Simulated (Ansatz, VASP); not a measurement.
## BN in VASP and in Ansatz

INCAR

```
PREC     = Accurate       # precision mode
ENCUT    = 520            # plane-wave cutoff, eV
EDIFF    = 1E-6           # SCF threshold, eV
ISMEAR   = 0              # smearing method
SIGMA    = 0.05           # smearing width, eV
LREAL    = False          # projectors in reciprocal space
LASPH    = True           # aspherical terms in the spheres
NELM     = 80             # most SCF steps
ALGO     = Normal         # electronic algorithm
ISIF     = 2              # what is computed and relaxed
LWAVE    = False          # write WAVECAR
LCHARG   = False          # write CHGCAR
GGA      = PE             # functional
NBANDS   = 11             # bands
```

KPOINTS

```
regular mesh
0
Gamma
  12 12 12
```

Contents of POSCAR:

```
BN
1.0
   -0.2718590671      1.9392613453      1.8123937807
    1.8123937807     -0.2718590671      1.8123937807
    1.5405347136      1.6674022782      0.0000000000
B N
1 1
Direct
    0.0000000000      0.0000000000      0.0000000000
    0.7500000000      0.7500000000      0.7500000000
```

Input for Ansatz:

```yaml
crystal:
  lattice:
    - [-0.2718590671, 1.9392613453, 1.8123937807]
    - [1.8123937807, -0.2718590671, 1.8123937807]
    - [1.5405347136, 1.6674022782, 0.0]
  atoms:
    - { symbol: B, position: [0.0, 0.0, 0.0] }
    - { symbol: "N", position: [0.75, 0.75, 0.75] }
basis:
  ecutwfc: 520.0
kpoints:
  mp_grid: { grid: [12, 12, 12] }
hamiltonian:
  xc: pbe
scf:
  occupations: { method: gaussian, width: 0.05 }
output:
  forces: true
  stress: true
  eigenvalues: true
```

Change from the starting cell: engineering shear strain xz -0.3000, normal strain along z +0.0700.

Alike in both runs: task single point; functional PBE; k mesh 12 × 12 × 12; occupations gaussian, width 0.05 eV; no spin polarisation.

|  | VASP | Ansatz |
| --- | --- | --- |
| version | VASP 6.6.1 | Ansatz 0.2.0 |
| potentials or method | VASP PAW PBE potentials, release 64 (B, N), cutoff 520 eV | scalar-relativistic, plane waves, PAW |
| valence electrons in the cell | 8 | 8 |

```tsv
	VASP	Ansatz	Ansatz less VASP
gap on the k mesh at the Fermi level (eV)	1.01	1.01	+0.005
least direct gap on the mesh (eV)	3.09	3.09	-0.006
pressure (GPa)	12.5	12.2	-0.24
traceless stress, the component that is largest in VASP (GPa)	112.45	111.92	-0.530
rms of the force components (eV/Å)	0.022	0.041	+0.0185
```

Atom by atom the forces differ by 0.019 eV/Å (rms over components).
